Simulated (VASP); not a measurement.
A run of VASP 6.6.1:

File INCAR:

```
SYSTEM = RbCl
PREC = Accurate ; ENCUT = 500
EDIFF = 1E-6 ; ISMEAR = 0
SIGMA = 0.02 ; LREAL = .False.
LASPH = .True. ; NELM = 120
ALGO = Normal ; ISIF = 2
LWAVE = .False. ; LCHARG = .False.
GGA = CA ; NBANDS = 15
GGA_COMPAT = .False.
```

KPOINTS

```
regular mesh
0
Gamma
  6 6 6
  0 0 0
```

File POSCAR:

```
RbCl
1.0
    0.0000000000      3.1890774192      3.1890774192
    3.1890774192      0.0000000000      3.1890774192
    3.1890774192      3.1890774192      0.0000000000
Rb Cl
1 1
Direct
    0.0000000000      0.0000000000      0.0000000000
    0.5000000000      0.5000000000      0.5000000000
```

Potentials or basis: VASP PAW LDA potentials, release 64 (Rb_sv, Cl).

Command:

```sh
$ cat potpaw_LDA.64/Rb_sv/POTCAR potpaw_LDA.64/Cl/POTCAR > POTCAR
$ mpirun -np 1 vasp_std > vasp.out
```

Hardware: 1 thread of Intel Xeon 8259CL (shared host).

Problem. Estimate the wall time of this run.

Solution. Run time: 25 s on 1 thread of Intel Xeon 8259CL, with other jobs on the host, peak memory 0.17 GiB. Counts: scf iterations 12, k points 16.
